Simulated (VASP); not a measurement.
Wanted: the native input for a VASP 6.6.1 run.

* Task: single point
* Functional: PBE
* Dispersion: D4
* Potentials or basis: VASP PAW PBE potentials, release 64 (Ba_sv, As)
* Cutoff: 500 eV
* k mesh: 5 × 5 × 5
* Occupations: methfessel-paxton, width 0.0317 eV
* Spin: no spin polarisation
* Dipole correction: no
* Further INCAR settings: ALGO = Normal; EDIFF = 1e-06; NBANDS = 14

The structure of BaAs lies in POSCAR:

```
BaAs
1.0
    0.0000000000      3.4447270000      3.4447270000
    3.4447270000      0.0000000000      3.4447270000
    3.4447270000      3.4447270000      0.0000000000
Ba As
1 1
Direct
    0.0000000000      0.0000000000      0.0000000000
    0.2500000000      0.2500000000      0.2500000000
```

These files were run (other wordings do the same):

INCAR

```
SYSTEM = BaAs
  PREC = Accurate
  ENCUT = 500
  EDIFF = 1E-6
  ISMEAR = 1
  SIGMA = 0.0317
  LREAL = .FALSE.
  LASPH = .TRUE.
  NELM = 120
  ALGO = Normal
  ISIF = 2
  LWAVE = .FALSE.
  LCHARG = .FALSE.
  GGA = PE
  IVDW = 13
  NBANDS = 14
  GGA_COMPAT = .FALSE.
```

KPOINTS

```
Automatic mesh
0
G
  5 5 5
  0 0 0
```

Potentials or basis: VASP PAW PBE potentials, release 64 (Ba_sv, As).

The run is started by

```console
$ cat potpaw_PBE.64/Ba_sv/POTCAR potpaw_PBE.64/As/POTCAR > POTCAR
$ mpirun -np 1 vasp_std > vasp.out
```

Results of the run:

- Pressure: 4.7 GPa
- Dispersion energy per atom: -0.237 eV

Caveat: pairwise dispersion overbinds metals, which lowers pressure and volume.

Run time: 5.9 s on 1 thread of Intel(R) Xeon(R) 6975P-C (Granite Rapids), with other jobs on the host, peak memory 0.2 GiB.
